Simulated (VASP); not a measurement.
# C11O in VASP: a series of runs, part 2 of 2

VASP 6.6.1. The steps go on from the part before.

### 4 Single point, PBE+D3(BJ)

Contents of INCAR:

```
SYSTEM = C11O
PREC     = Accurate       ! precision mode
ENCUT    = 520            ! plane-wave cutoff, eV
EDIFF    = 1E-6           ! SCF threshold, eV
ISMEAR   = 0              ! smearing method
SIGMA    = 0.05           ! smearing width, eV
LREAL    = .FALSE.        ! projectors in reciprocal space
LASPH    = .TRUE.         ! aspherical terms in the spheres
NELM     = 100            ! most SCF steps
ALGO     = Normal         ! electronic algorithm
ISIF     = 2              ! what is computed and relaxed
LWAVE    = .FALSE.        ! write WAVECAR
LCHARG   = .TRUE.         ! write CHGCAR
LDIPOL   = .TRUE.       
IDIPOL   = 3            
DIPOL    = 0.5 0.5 0.319
GGA      = PE             ! functional
IVDW     = 12             ! dispersion correction
LELF     = .TRUE.         ! ELF
LVHAR    = .TRUE.       
LVACPOTAV= .TRUE.       
NBANDS   = 37             ! bands
```

Contents of KPOINTS:

```
Automatic mesh
0
G
  8 7 1
  0 0 0
```

Contents of POSCAR:

```
C11O
1.0
    3.6473242347      0.0000000000      0.0000000000
   -1.6658829406      3.9310150970      0.0000000000
    0.0000000000      0.0000000000     23.1809581692
C O
11 1
Direct
    0.5001799340      0.3333933113      0.1725554212
    0.4998200660      0.6666066887      0.1725554212
    0.5001799340      0.8333933113      0.2257231425
    0.4998200660      0.1666066887      0.2257231425
    0.5000212331      0.3353169669      0.2788716798
    0.4999787669      0.6646830331      0.2788716798
    0.5001286273      0.8366480408      0.3322552327
    0.4998713727      0.1633519592      0.3322552327
    0.4997623703      0.3544335274      0.3809574266
    0.5002376297      0.6455664726      0.3809574266
    0.7497623703      1.1044335274      0.5470420194
    0.7497623703      1.1044335274      0.4974323358
```

Potentials or basis: VASP PAW PBE potentials, release 64 (C, O).

The run is started by

```bash
$ cat potpaw_PBE.64/C/POTCAR potpaw_PBE.64/O/POTCAR > POTCAR
$ mpirun -np 1 vasp_std > vasp.out
```

OUTCAR:

```text
SYSTEM = C11O
   PREC = Accurate
   ENCUT = 520
   EDIFF = 1E-6
   ISMEAR = 0
   LREAL = .FALSE.
   LASPH = .TRUE.
   NELM = 100
   ISIF = 2
   GGA = PE
   IVDW = 12
 IVDW          = 12

 ion  position               nearest neighbor table
   1  0.500  0.333  0.173-   4 1.42   2 1.42
   2  0.500  0.667  0.173-   3 1.42   1 1.42
   3  0.500  0.833  0.226-   2 1.42   4 1.42   6 1.43
   4  0.500  0.167  0.226-   1 1.42   3 1.42   5 1.43
   5  0.500  0.335  0.279-   6 1.41   4 1.43   8 1.44
   6  0.500  0.665  0.279-   5 1.41   3 1.43   7 1.44
   7  0.500  0.837  0.332-  10 1.39   8 1.40   6 1.44
   8  0.500  0.163  0.332-   9 1.39   7 1.40   5 1.44
   9  0.500  0.354  0.381-  10 1.24   8 1.39
  10  0.500  0.646  0.381-   9 1.24   7 1.39
  11  0.750  0.104  0.547-  12 1.15
  12  0.750  0.104  0.497-  11 1.15

  LATTYP: Found a simple monoclinic cell.
 ALAT       =     3.6473242347
 B/A-ratio  =     6.3556066523
 C/A-ratio  =     1.1705653965
 COS(beta)  =    -0.3901884655

  Lattice vectors:

 A1 = (   3.6473242347,   0.0000000000,   0.0000000000)
 A2 = (   0.0000000000,   0.0000000000, -23.1809581692)
 A3 = (  -1.6658829406,   3.9310150970,   0.0000000000)

Analysis of symmetry for initial positions (statically):
=====================================================================
 Subroutine PRICEL returns:
 Original cell was already a primitive cell.

 Routine SETGRP: Setting up the symmetry group for a
 simple monoclinic supercell.

 Subroutine GETGRP returns: Found  1 space group operations
 (whereof  1 operations were pure point group operations)
 out of a pool of  4 trial point group operations.

The static configuration has the point symmetry C_1 .

Analysis of symmetry for dynamics (positions and initial velocities):
=====================================================================
 Subroutine PRICEL returns:
[... 164 lines left out ...]
 maximum number of plane-waves:      8992
   NGX = 13   NGY = 15   NGZ = 87

 dipolmoment           0.000000      0.000000      0.011196 electrons x Angstroem

 number of electron      50.0000002 magnetization

 dipolmoment           0.000000      0.000000     -0.062536 electrons x Angstroem

 Free energy of the ion-electron system (eV)
  ---------------------------------------------------
  ext. energy  EPLUGINS =         0.00000000
  ---------------------------------------------------
  free energy    TOTEN  =       -97.27760409 eV

  energy without entropy =      -97.27453614  energy(sigma->0) =      -97.27607011

 E-fermi :  -2.8171     XC(G=0):  -4.3811

 val. band max:       -2.8271873155   @ k =   0.3750   0.4286   0.0000
 cond. band min:      -2.8150679674   @ k =  -0.1250   0.4286   0.0000
 fundamental gap:      0.0121193481
 Fermi energy:        -2.8170996275

 k-point     1 :       0.0000    0.0000    0.0000
  band No.  band energies     occupation
      1     -26.8291      2.00000
      2     -21.5436      2.00000
      3     -19.6961      2.00000
      4     -16.9890      2.00000
      5     -16.1244      2.00000
      6     -15.5232      2.00000
[... 949 lines left out ...]
     36       5.2823      0.00000
     37       5.4287      0.00000

 [... further k-points ...]

------------------------ aborting loop because EDIFF is reached ----------------------------------------

 Edisp (eV)   -1.30028

 E8    (eV) :    -0.3798

  FORCE on cell =-STRESS in cart. coord.  units (eV):
  Direction    XX          YY          ZZ          XY          YZ          ZX
  --------------------------------------------------------------------------------------
  -------------------------------------------------------------------------------------
  Total       0.09316    -1.45546    -3.40888     0.58246    -0.00203     0.04912
  in kB       0.44908    -7.01617   -16.43283     2.80781    -0.00979     0.23679
  external pressure =       -7.67 kB  Pullay stress =        0.00 kB

 VOLUME and BASIS-vectors are now :
 -----------------------------------------------------------------------------
  energy-cutoff  :      520.00
  volume of cell :      332.36
      direct lattice vectors                 reciprocal lattice vectors
     3.647324235  0.000000000  0.000000000     0.274173596  0.116189102  0.000000000
    -1.665882941  3.931015097  0.000000000     0.000000000  0.254387219  0.000000000
     0.000000000  0.000000000 23.180958169     0.000000000  0.000000000  0.043138855

 POSITION                                       TOTAL-FORCE (eV/Angst)
 -----------------------------------------------------------------------------------
      1.26892      1.31057      4.00000        -2.626301      6.140366      1.135085
      0.71252      2.62044      4.00000         2.625667     -6.140318      1.134773
      0.43598      3.27608      5.23248        -0.161455      0.383474     -1.174528
      1.54546      0.65493      5.23248         0.163475     -0.384084     -1.174427
      1.26514      1.31814      6.46451         0.008144     -0.004377      0.003962
      0.71630      2.61288      6.46451        -0.006476      0.009352      0.002667
      0.43037      3.28888      7.70199        -0.012856      0.024437      0.016353
      1.55107      0.64214      7.70199         0.013618     -0.033493      0.026883
      1.23235      1.39328      8.83096        -0.012684      0.000587     -0.020141
      0.74909      2.53773      8.83096        -0.013543      0.005022      0.014606
      2.56065      0.41053     12.68096        -0.003389     -0.000333     -0.708326
      2.56065      0.41053     11.53096         0.025801     -0.000633      0.743093
 -----------------------------------------------------------------------------------
    total drift:                               -0.000377     -0.000145     -0.000670

  FREE ENERGIE OF THE ION-ELECTRON SYSTEM (eV)
  ---------------------------------------------------
  free  energy   TOTEN  =       -98.5778850696 eV

  energy  without entropy=      -98.5748171166  energy(sigma->0) =      -98.57635109

 vacuum level on the upper side and lower side of the slab         2.929         3.719
```

Run time: 13 min. Hardware: 1 thread of Oxide Virtual Turin-like, shared host; peak memory 0.5 GiB.

What came out:

| Item | Value |
| --- | --- |
| Free energy | -98.5779 eV |
| Largest force | 6.774 eV/Å |
| Band gap on the k mesh | zero (bands 25 and 26 overlap by 0.72 eV) |
| Dispersion energy per atom | -0.108 eV |

Forces in eV/Å, atoms in the order of the input:
```
C   -2.626  6.140  1.135
C    2.626 -6.140  1.135
C   -0.161  0.383 -1.175
C    0.163 -0.384 -1.174
C    0.008 -0.004  0.004
C   -0.006  0.009  0.003
C   -0.013  0.024  0.016
C    0.014 -0.033  0.027
C   -0.013  0.001 -0.020
C   -0.014  0.005  0.015
C   -0.003  0.000 -0.708
O    0.026 -0.001  0.743
```

### 5 Summary

| cell | gap on the mesh (eV) | largest force (eV/Å) |
| --- | --- | --- |
| as given, atomic positions A | none | 6.77 |
| as given, atomic positions B | none | 6.78 |
| as given, atomic positions C | none | 6.77 |

Alike in all rows: task single point; level PBE+D3(BJ); potentials or basis VASP PAW PBE potentials, release 64 (C, O); no spin polarisation; k mesh 8 × 7 × 1; cutoff (eV) 520; smearing gaussian 0.05 eV.

Total energies depend on the potentials used, so only differences within one code and one set of settings carry meaning.

The gap in the log of VASP goes by the Fermi energy; the results here count the filled bands.